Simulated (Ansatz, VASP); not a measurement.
## One calculation of MgO, two programs

```
CELL_PARAMETERS angstrom
1.48644 0.85819 2.42922
-1.48644 0.85819 2.42922
0.00000 -1.71639 2.42922
ATOMIC_POSITIONS crystal
Mg 0.00000 0.00000 0.00000
O 0.50000 0.50000 0.50000
```

Alike in both runs: functional r2SCAN; k mesh 12 × 12 × 12; occupations gaussian, width 0.1 eV; collinear spin.

Ansatz relaxed the structure, and its values are those at the end. VASP's run is a single point on that final structure, the one shown.

```csv
,VASP,Ansatz
version,VASP 6.6.1,Ansatz 0.2.0
potentials or method,"VASP PAW PBE potentials, release 64 (Mg, O), cutoff 520 eV","scalar-relativistic, plane waves, PAW"
valence electrons in the cell,8,16
```

VASP gave:

```
gap on the k mesh at the Fermi level (eV) : 5.65
least direct gap on the mesh (eV)         : 5.65
pressure (GPa)                            : -1.3
net moment per atom (μB)                  : 0.00
```

Q: What did Ansatz give for the same quantities?

A: gap on the k mesh at the Fermi level (eV): 5.68; least direct gap on the mesh (eV): 5.68; pressure (GPa): -0.1; net moment per atom (μB): 0.00.

VASP's potentials were made for PBE, not for r2SCAN. The functional is the same, so the differences come from potentials, cutoffs and numerics. VASP's potentials hold 8 valence electrons a cell and Ansatz's 16, so a difference there can come from the potentials and not from the codes. Ansatz's warnings: seeded moment not kept.
